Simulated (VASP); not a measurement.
# Hf4C (R-3m) in VASP: relaxation of cell and atoms with PBE

Aim: the relaxation of cell and atoms of Hf4C with PBE.

Program: VASP 6.6.1. These are calculated values, not measurements. Logs are shortened: lines on timing, memory, paths and dates and some standing lists are left out, and cuts for length are marked.

## 1. The cell of the first run

The structure is trigonal, space group R-3m (No. 166). Conventional cell: a = 3.200 Å, b = 3.200 Å, c = 30.000 Å, α = 90.00°, β = 90.00°, γ = 120.00°. Hf (site symmetry 3m) has 3 C at 2.23 Å within 2.9 Å. Within 4.1 Å of Hf (site symmetry 3m) lie 12 Hf at 3.11 to 3.20 Å and 1 C at 3.75 Å. Within 2.9 Å of C (site symmetry -3m) lie 6 Hf at 2.23 Å.

## 2. Relaxation of cell and atoms, PBE

Contents of INCAR:

```
PREC = Accurate ; ENCUT = 600
EDIFF = 1E-6 ; ISMEAR = 0
SIGMA = 0.2 ; LREAL = False
LASPH = True ; NELM = 60
ALGO = Normal ; ISIF = 3
LWAVE = False ; LCHARG = False
GGA = PE ; IBRION = 2
NSW = 36 ; EDIFFG = -0.08
```

Contents of KPOINTS:

```
Automatic mesh
0
Gamma
  6 6 6
```

Contents of POSCAR:

```
Hf4C
1.0
    1.6000000000      0.9237604300     10.0000000000
   -1.6000000000      0.9237604300     10.0000000000
    0.0000000000     -1.8475208600     10.0000000000
Hf C
4 1
Direct
    0.6250000000      0.6250000000      0.6250000000
    0.3750000000      0.3750000000      0.3750000000
    0.1250000000      0.1250000000      0.1250000000
    0.8750000000      0.8750000000      0.8750000000
    0.0000000000      0.0000000000      0.0000000000
```

Potentials or basis: VASP PAW PBE potentials, release 64 (Hf_pv, C).

Command:

```
$ cat potpaw_PBE.64/Hf_pv/POTCAR potpaw_PBE.64/C/POTCAR > POTCAR
$ mpirun -np 1 vasp_std > vasp.out
```

OUTCAR:

```text
PREC = Accurate
   ENCUT = 600
   EDIFF = 1E-6
   ISMEAR = 0
   LREAL = False
   LASPH = True
   NELM = 60
   ISIF = 3
   GGA = PE
   IBRION = 2
   NSW = 36
   EDIFFG = -0.08

 ion  position               nearest neighbor table
   1  0.625  0.625  0.625-   5 2.23   5 2.23   5 2.23   4 3.11   2 3.11   4 3.11   2 3.11   4 3.11
                             2 3.11
   2  0.375  0.375  0.375-   5 2.23   5 2.23   5 2.23   3 3.11   1 3.11   3 3.11   3 3.11   1 3.11
                             1 3.11
   3  0.125  0.125  0.125-   4 3.11   2 3.11   4 3.11   4 3.11   2 3.11   2 3.11
   4  0.875  0.875  0.875-   1 3.11   3 3.11   1 3.11   1 3.11   3 3.11   3 3.11
   5  0.000  0.000  0.000-   1 2.23   2 2.23   1 2.23   1 2.23   2 2.23   2 2.23

  LATTYP: Found a trigonal (rhomboedric) cell.
 ALAT       =    10.1692346483
 COS(alpha) =     0.9504899433

  Lattice vectors:

 A1 = (   1.6000000000,   0.9237604300,  10.0000000000)
 A2 = (  -1.6000000000,   0.9237604300,  10.0000000000)
 A3 = (   0.0000000000,  -1.8475208600,  10.0000000000)

Analysis of symmetry for initial positions (statically):
=====================================================================
 Subroutine PRICEL returns:
 Original cell was already a primitive cell.

 Routine SETGRP: Setting up the symmetry group for a
 trigonal (rhombohedral) supercell.

 Subroutine GETGRP returns: Found 12 space group operations
 (whereof 12 operations were pure point group operations)
 out of a pool of 12 trial point group operations.

The static configuration has the point symmetry D_3d.

Analysis of symmetry for dynamics (positions and initial velocities):
=====================================================================
 Subroutine PRICEL returns:
 Original cell was already a primitive cell.

 Routine SETGRP: Setting up the symmetry group for a
 trigonal (rhombohedral) supercell.

 Subroutine GETGRP returns: Found 12 space group operations
 (whereof 12 operations were pure point group operations)
 out of a pool of 12 trial point group operations.

The dynamic configuration has the point symmetry D_3d.

 Subroutine INISYM returns: Found 12 space group operations
 (whereof 12 operations are pure point group operations),
 and found     1 'primitive' translations

----------------------------------------------------------------------------------------

                                     Primitive cell

  volume of cell :      88.6810

  direct lattice vectors                    reciprocal lattice vectors
     1.600000000  0.923760430 10.000000000     0.312500000  0.180421959  0.033333333
    -1.600000000  0.923760430 10.000000000    -0.312500000  0.180421959  0.033333333
     0.000000000 -1.847520860 10.000000000     0.000000000 -0.360843919  0.033333333

  length of vectors
    10.169234648 10.169234648 10.169234648     0.362380248  0.362380248  0.362380249

  position of ions in fractional coordinates (direct lattice)
     0.625000000  0.625000000  0.625000000
     0.375000000  0.375000000  0.375000000
     0.125000000  0.125000000  0.125000000
     0.875000000  0.875000000  0.875000000
     0.000000000  0.000000000  0.000000000

  ion indices of the primitive-cell ions
   primitive index   ion index
                 1           1
                 2           2
                 3           3
                 4           4
                 5           5

----------------------------------------------------------------------------------------

 KPOINTS: Automatic mesh

Automatic generation of k-mesh.
 Grid dimensions read from file:
 generate k-points for:    6    6    6

 Generating k-lattice:

  Cartesian coordinates                     Fractional coordinates (reciprocal lattice)
     0.052083333  0.030070327  0.005555556     0.166666667  0.000000000  0.000000000
    -0.052083333  0.030070327  0.005555556     0.000000000  0.166666667  0.000000000
     0.000000000 -0.060140653  0.005555556     0.000000000  0.000000000  0.166666667

  Length of vectors
     0.060396708  0.060396708  0.060396708

  Shift w.r.t. Gamma in fractional coordinates (k-lattice)
     0.000000000  0.000000000  0.000000000

 Subroutine IBZKPT returns following result:
 ===========================================

 Found     32 irreducible k-points:

 Following reciprocal coordinates:
            Coordinates               Weight
  0.000000  0.000000  0.000000      1.000000
  0.166667  0.000000  0.000000      6.000000
  0.333333  0.000000  0.000000      6.000000
  0.500000  0.000000 -0.000000      3.000000
  0.166667  0.166667  0.000000      6.000000
  0.333333  0.166667 -0.000000     12.000000
[... 16 lines left out ...]
  0.500000  0.500000  0.166667      6.000000
 -0.333333  0.500000  0.166667     12.000000
 [... further k-points ...]
   k-points           NKPTS =     32   k-points in BZ     NKDIM =     32   number of bands    NBANDS=     26
   number of dos      NEDOS =    301   number of ions     NIONS =      5
   total plane-waves  NPLWV = 592704
   dimension x,y,z NGX =    84 NGY =   84 NGZ =   84
   dimension x,y,z NGXF=   168 NGYF=  168 NGZF=  168
   ions per type =               4   1
   NGX,Y,Z   is equivalent  to a cutoff of  13.73, 13.73, 13.73 a.u.
   NGXF,Y,Z  is equivalent  to a cutoff of  27.46, 27.46, 27.46 a.u.
 SYSTEM =  unknown system
   PREC   = accura    normal or accurate (medium, high low for compatibility)
   ISTART =      0    job   : 0-new  1-cont  2-samecut
   ICHARG =      2    charge: 1-file 2-atom 10-const
   ISPIN  =      1    spin polarized calculation?
   LNONCOLLINEAR =      F non collinear calculations
   LSORBIT =      F    spin-orbit coupling
   LASPH  =      T    aspherical Exc in radial PAW
   ENCUT  =  600.0 eV  44.10 Ry    6.64 a.u.  20.31 20.31 20.31*2*pi/ulx,y,z
   NELM   =     60;   NELMIN=  2; NELMDL= -5     # of ELM steps
   EDIFF  = 0.1E-05   stopping-criterion for ELM
   LREAL  =      F    real-space projection
   EDIFFG = -.8E-01   stopping-criterion for IOM
   NSW    =     36    number of steps for IOM
   IBRION =      2    ionic relax: 0-MD 1-quasi-New 2-CG
   NFREE  =      1    steps in history (QN), initial steepest desc. (CG)
   ISIF   =      3    stress and relaxation
   ISYM   =      2    0-nonsym 1-usesym 2-fastsym
   POTIM  = 0.5000    time-step for ionic-motion
   TEBEG  =    0.0;   TEEND  =   0.0 temperature during run
   PSTRESS=    0.0 pullay stress
   NELECT =      44.0000    total number of electrons
   NUPDOWN=      -1.0000    fix difference up-down
   EMIN   =  10.00;   EMAX   =-10.00  energy-range for DOS
   EFERMI =   0.00;   METHOD = LEGACY
   ISMEAR =     0;   SIGMA  =   0.20  broadening in eV -4-tet -1-fermi 0-gaus
   EFERMI_NEDOS =   21; number of points for ismear=-14 and -15
   IALGO  =     38    algorithm
   IMIX   =      4    mixing-type and parameters
     AMIX     =   0.40;   BMIX     =  1.00
     AMIX_MAG =   1.60;   BMIX_MAG =  1.00
  volume/ion in A,a.u.               =      17.74       119.69
  Fermi-wavevector in a.u.,A,eV,Ry     =   1.296031  2.449144 22.853671  1.679697
  Thomas-Fermi vector in A             =   2.427514
   LORBIT       =      0    0 simple, 1 ext, 2 COOP (PROOUT), +10 PAW based schemes
   GGA     = PE    functional components
   LHFCALC =     F    Hartree Fock is set to
   AEXX    =    0.0000 exact exchange contribution
   IVDW    =     0    specifies the selected vdW correction
   LEPSILON=     F    determine dielectric tensor
   LRPA    =     F    only Hartree local field effects (RPA)
 conjugate gradient relaxation of ions
 non-spin polarized calculation
 Gauss-broadening in eV      SIGMA  =   0.20
  energy-cutoff  :      600.00
  volume of cell :       88.68
 maximum number of plane-waves:      2992
 NGX is ok and might be reduce to    84
   NGX = 41   NGY = 41   NGZ = 41

--------------------------------------- Ionic step        1  -------------------------------------------

 number of electron      43.9999998 magnetization

 Free energy of the ion-electron system (eV)
  ---------------------------------------------------
  ext. energy  EPLUGINS =         0.00000000
  ---------------------------------------------------
  free energy    TOTEN  =       -50.54256516 eV

  energy without entropy =      -50.45443649  energy(sigma->0) =      -50.49850083

------------------------ aborting loop because EDIFF is reached ----------------------------------------

  FORCE on cell =-STRESS in cart. coord.  units (eV):
  Direction    XX          YY          ZZ          XY          YZ          ZX
  --------------------------------------------------------------------------------------
  -------------------------------------------------------------------------------------
  Total        4.6266270      4.6266270      7.5321851     -0.0000000     -0.0000000      0.0000000
  in kB       83.5881049     83.5881048    136.0820917     -0.0000000     -0.0000000      0.0000000
  external PRESSURE =     101.0861004 kB  Pullay stress =       0.0000000 kB
[... 258 lines left out ...]
  energy  without entropy=      -50.7476730066  energy(sigma->0) =      -50.79064025

--------------------------------------- Ionic step        8  -------------------------------------------

 number of electron      44.0000002 magnetization

 Free energy of the ion-electron system (eV)
  ---------------------------------------------------
  ext. energy  EPLUGINS =         0.00000000
  ---------------------------------------------------
  free energy    TOTEN  =       -50.83577639 eV

  energy without entropy =      -50.75084716  energy(sigma->0) =      -50.79331178

 E-fermi :   4.8293     XC(G=0): -11.3584

 val. band max:        4.7554916939   @ k =   0.5000   0.3333   0.1667
 cond. band min:       4.8354362069   @ k =   0.3333   0.1667   0.1667
 fundamental gap:      0.0799445130
 Fermi energy:         4.8292590939

 k-point     1 :       0.0000    0.0000    0.0000
  band No.  band energies     occupation
      1     -25.9878      2.00000
      2     -25.6372      2.00000
      3     -25.5323      2.00000
      4     -25.4444      2.00000
      5     -25.4444      2.00000
      6     -25.3665      2.00000
[... 685 lines left out ...]
     25       5.9773      0.00000
     26       6.2240      0.00000

 [... further k-points ...]
[... 5 lines left out ...]
  --------------------------------------------------------------------------------------
  -------------------------------------------------------------------------------------
  Total       -0.2271972     -0.2271972     -0.3649390     -0.0000000      0.0000000      0.0000000
  in kB       -3.8038185     -3.8038185     -6.1099434     -0.0000000      0.0000000      0.0000000
  external PRESSURE =      -4.5725268 kB  Pullay stress =       0.0000000 kB
[... 20 lines left out ...]
  FREE ENERGIE OF THE ION-ELECTRON SYSTEM (eV)
  ---------------------------------------------------
  free  energy   TOTEN  =       -50.8357763886 eV

  energy  without entropy=      -50.7508471614  energy(sigma->0) =      -50.79331178

 reached required accuracy - stopping structural energy minimisation
```

It took 54 min on 1 thread of Intel Xeon 6975P-C (Granite Rapids), shared host; peak memory 1.2 GiB.

Results:

| Item | Value |
| --- | --- |
| Free energy | -50.8358 eV |
| Relaxed volume | 19.14 Å³/atom |
| Relaxed cell | a = 10.622 Å, b = 10.622 Å, c = 10.622 Å, α = 17.61°, β = 17.61°, γ = 17.61° |
| Space group after relaxing (to 0.1 Å) | R-3m (No. 166) |
| Energy gained by relaxing | 58.6 meV/atom |
| Ionic steps | 8 |
| Pressure after relaxing | -0.5 GPa |
| Largest force after relaxing | 0.038 eV/Å |
| Band gap on the k mesh | zero (bands 22 and 23 overlap by 1.53 eV) |

Forces on the atoms (eV/Å):
```
Hf   0.000  0.000 -0.024
Hf   0.000  0.000  0.024
Hf   0.000  0.000  0.038
Hf   0.000  0.000 -0.038
C    0.000  0.000  0.000
```

Step by step:
```
step  energy change (eV)  largest force (eV/Å)  pressure (GPa)  volume (Å³)
   1              0.0000                0.9717           10.11        88.68
   2              0.0983                1.3472          -11.35       103.81
   3             -0.2257                0.6974           -1.14        95.25
   4             -0.2259                0.6833           -0.91        95.09
   5             -0.2856                0.2860           -0.09        95.13
   6             -0.2910                0.1471            0.32        95.14
   7             -0.2910                0.1378            0.35        95.14
   8             -0.2932                0.0378           -0.46        95.70
```

Final structure:
```cif
data_structure
_symmetry_space_group_name_H-M 'P 1'
_symmetry_Int_Tables_number 1
_cell_length_a 10.6218
_cell_length_b 10.6218
_cell_length_c 10.6218
_cell_angle_alpha 17.606
_cell_angle_beta 17.606
_cell_angle_gamma 17.606
_cell_volume 95.70
loop_
_atom_site_label
_atom_site_type_symbol
_atom_site_fract_x
_atom_site_fract_y
_atom_site_fract_z
_atom_site_occupancy
Hf1 Hf 0.62633 0.62633 0.62633 1
Hf2 Hf 0.37367 0.37367 0.37367 1
Hf3 Hf 0.12745 0.12745 0.12745 1
Hf4 Hf 0.87255 0.87255 0.87255 1
C1 C 0.00000 0.00000 0.00000 1
```

Caveat: the k points lie up to 0.37 Å⁻¹ apart in the final cell, too coarse for converged energies and pressures of a metal; spin-orbit coupling is left out, which moves the levels of the heavy elements; the relaxation stopped at a loose force limit of 0.08 eV/Å, so its end isn't a converged minimum.

The gap in the log of VASP goes by the Fermi energy; the results here count the filled bands.